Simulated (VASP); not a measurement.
Crystal: TaN.

```xyz
2
Lattice="2.9183 0.0000 0.0000 -1.4591 2.5273 0.0000 0.0000 0.0000 2.8637" Properties=species:S:1:pos:R:3 pbc="T T T"
Ta    0.0000    0.0000    1.4318
N     1.4591    0.8424    0.0000
```

This cell differs from its parent crystal: volume scaled by 0.98.

Base run:

```yaml
Program: VASP 6.6.1
Functional: PBEsol
Potentials_or_basis: VASP PAW PBE potentials, release 64 (Ta_pv, N)
Cutoff: 520 eV
k_mesh: 10 × 10 × 9
Occupations: fermi-dirac, width 0.05 eV
Spin: no spin polarisation
```

Its results: band gap on the k mesh zero (band 8 reaches 8.51 eV, above the bottom of band 9 at 8.22 eV); pressure 3.2 GPa.

Task: The run is repeated on the same cell with these changes: functional from PBEsol to r2SCAN. What comes out?

Result: Band gap on the k mesh zero (band 8 reaches 8.72 eV, above the bottom of band 9 at 8.37 eV); pressure 9.1 GPa.

Caveats: the PAW data sets were made with another functional, which shifts forces and pressure a little; spin-orbit coupling is left out, which moves the levels of the heavy elements.
